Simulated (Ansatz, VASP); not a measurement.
## SbAs4Au in VASP and in Ansatz

File INCAR:

```
ALGO = Normal
EDIFF = 1E-6
ENCUT = 520
GGA = PE
ISIF = 2
ISMEAR = 0
LASPH = T
LCHARG = T
LELF = T
LREAL = F
LVHAR = T
LWAVE = F
NBANDS = 27
NELM = 100
PREC = Accurate
SIGMA = 0.1
```

File KPOINTS:

```
k-points
0
Gamma
  6 6 2
```

File POSCAR:

```
SbAs4Au
1.0
    4.8273291800      0.0000000000      0.0000000000
   -2.4136645900      4.1805897000      0.0000000000
    0.0000000000      0.0000000000      8.8891516900
Sb As Au
1 4 1
Direct
    0.0000000000      0.0000000000      0.0000000000
    0.3333333300      0.6666666700      0.5000000000
    0.6666666700      0.3333333300      0.5000000000
    0.0000000000      0.0000000000      0.7481329800
    0.0000000000      0.0000000000      0.2518670200
    0.0000000000      0.0000000000      0.5000000000
```

Input for Ansatz:

```yaml
crystal:
  lattice:
    - [4.82732918, 0.0, 0.0]
    - [-2.41366459, 4.1805897, 0.0]
    - [0.0, 0.0, 8.88915169]
  atoms:
    - { symbol: Sb, position: [0.0, 0.0, 0.0] }
    - { symbol: As, position: [0.33333333, 0.66666667, 0.5] }
    - { symbol: As, position: [0.66666667, 0.33333333, 0.5] }
    - { symbol: As, position: [0.0, 0.0, 0.74813298] }
    - { symbol: As, position: [0.0, 0.0, 0.25186702] }
    - { symbol: Au, position: [0.0, 0.0, 0.5] }
basis:
  ecutwfc: 420
kpoints:
  mp_grid: { grid: [6, 6, 2] }
hamiltonian:
  xc: pbe
scf:
  occupations: { method: gaussian, width: 0.1 }
  lower_state_search: "off"
output:
  forces: true
  stress: true
  eigenvalues: true
```

Alike in both runs: task single point; functional PBE; k mesh 6 × 6 × 2; occupations gaussian, width 0.1 eV; no spin polarisation.

|  | VASP | Ansatz |
| --- | --- | --- |
| version | VASP 6.6.1 | Ansatz 0.2.0 |
| potentials or method | VASP PAW PBE potentials, release 64 (Sb, As, Au), cutoff 520 eV | scalar-relativistic, plane waves, PAW |
| valence electrons in the cell | 36 | 94 |

|  | VASP | Ansatz | Ansatz less VASP |
| --- | --- | --- | --- |
| gap on the k mesh at the Fermi level (eV) | none | none | - |
| pressure (GPa) | 13.9 | 13.8 | -0.15 |
| traceless stress, the component that is largest in VASP (GPa) | 19.56 | 19.22 | -0.341 |
| rms of the force components (eV/Å) | 0.247 | 0.275 | +0.0280 |

Atom by atom the forces differ by 0.028 eV/Å (rms over components). A gap of «none» marks a metal or a gap that the smearing closes. VASP's potentials hold 36 valence electrons a cell and Ansatz's 94, so a difference there can come from the potentials and not from the codes.

Spin-orbit coupling is off throughout.
